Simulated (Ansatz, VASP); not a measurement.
## One calculation of Pb, two programs

Contents of INCAR:

```
SYSTEM = Pb
ALGO     = Normal         ! electronic algorithm
EDIFF    = 1E-8           ! SCF threshold, eV
ENCUT    = 520            ! plane-wave cutoff, eV
GGA      = PE             ! functional
ISIF     = 2              ! what is computed and relaxed
ISMEAR   = -1             ! smearing method
LASPH    = .TRUE.         ! aspherical terms in the spheres
LCHARG   = .FALSE.        ! write CHGCAR
LEFG     = .TRUE.       
LREAL    = .FALSE.        ! projectors in reciprocal space
LWAVE    = .FALSE.        ! write WAVECAR
NBANDS   = 21             ! bands
NELM     = 80             ! most SCF steps
PREC     = Accurate       ! precision mode
SIGMA    = 0.08           ! smearing width, eV
```

KPOINTS

```
k-points
0
G
  4 4 2
  0 0 0
```

POSCAR

```
Pb
1.0
    3.4800006906      0.0000000000      0.0000000000
   -1.7400003453      3.0137690032      0.0000000000
    0.0000000000      0.0000000000      5.5900000000
Pb
2
Direct
    0.3333333333      0.6666666667      0.2500000000
    0.6666666667      0.3333333333      0.7500000000
```

Input for Ansatz:

```yaml
crystal:
  lattice:
    - [3.4800006906, 0.0, 0.0]
    - [-1.7400003453, 3.0137690032, 0.0]
    - [0.0, 0.0, 5.59]
  atoms:
    - { symbol: Pb, position: [0.3333333333, 0.6666666667, 0.25] }
    - { symbol: Pb, position: [0.6666666667, 0.3333333333, 0.75] }
kpoints:
  mp_grid: { grid: [4, 4, 2] }
scf:
  occupations: { method: fermi_dirac, width: 0.08 }
hamiltonian:
  xc: pbe
  pseudopotentials: { kind: paw }
output:
  forces: true
  stress: true
  eigenvalues: true
  efg: { contact_densities: true }
```

Alike in both runs: task electric field gradients; functional PBE; k mesh 4 × 4 × 2; occupations fermi-dirac, width 0.08 eV; no spin polarisation.

|  | VASP | Ansatz |
| --- | --- | --- |
| version | VASP 6.6.1 | Ansatz 0.2.0 |
| potentials or method | VASP PAW PBE potentials, release 64 (Pb_d) | PAW with Ansatz's default frozen-core files, scalar-relativistic |
| plane-wave cutoff (eV) | 520 | 420 |
| valence electrons in the cell | 28 | 28 |

```tsv
	VASP	Ansatz	Ansatz less VASP
pressure (GPa)	2.4	2.4	+0.04
traceless stress, the component that is largest in VASP (GPa)	-3.29	-3.30	-0.004
size of Vzz on the site where it differs most (V/Å²)	13.7	12.9	-0.80
```

The k mesh is coarse, so the values compare programs but aren't converged. Neither program's run includes spin-orbit coupling.
